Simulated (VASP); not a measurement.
# Rb: single point with LDA

The system is Rb.

```xyz
3
Lattice="7.6841 0.0000 0.0000 -3.8421 6.6546 0.0000 0.0000 0.0000 4.5926" Properties=species:S:1:pos:R:3 pbc="T T T"
Rb    3.8421    6.6546    0.0000
Rb    0.0000    4.4364    2.2963
Rb    3.8421    2.2182    2.2963
```

| Item | Value |
| --- | --- |
| Program | VASP 6.6.1 |
| Task | single point |
| Functional | LDA |
| Potentials or basis | VASP PAW LDA potentials, release 64 (Rb_sv) |
| Cutoff | 520 eV |
| k mesh | 6 × 6 × 8 |
| Occupations | fermi-dirac, width 0.1 eV |
| Spin | no spin polarisation |
| Dipole correction | no |
| Further INCAR settings | ALGO = Normal; EDIFF = 1e-06; NBANDS = 20 |

The pressure is 0.0 GPa.

Levels at points of the mesh, in eV from the Fermi level:
```csv
k point,band 10,band 11,band 12,band 13,band 14,band 15,band 16,band 17
"(0.00, 0.00, 0.00)",-12.80,-12.80,-12.77,-2.19,1.09,1.15,1.15,1.16
"(0.50, 0.00, 0.00)",-12.82,-12.81,-12.77,-1.14,-1.14,0.13,0.92,2.24
"(0.00, 0.00, 0.50)",-12.85,-12.81,-12.81,-0.28,-0.01,1.28,1.28,1.47
"(0.50, 0.00, 0.50)",-12.84,-12.81,-12.81,0.32,0.32,0.83,0.90,1.21
```

Run time: 92 s on 1 thread of AMD EPYC 9R45 96-Core Processor (Zen 5) (shared host), peak memory 0.3 GiB.
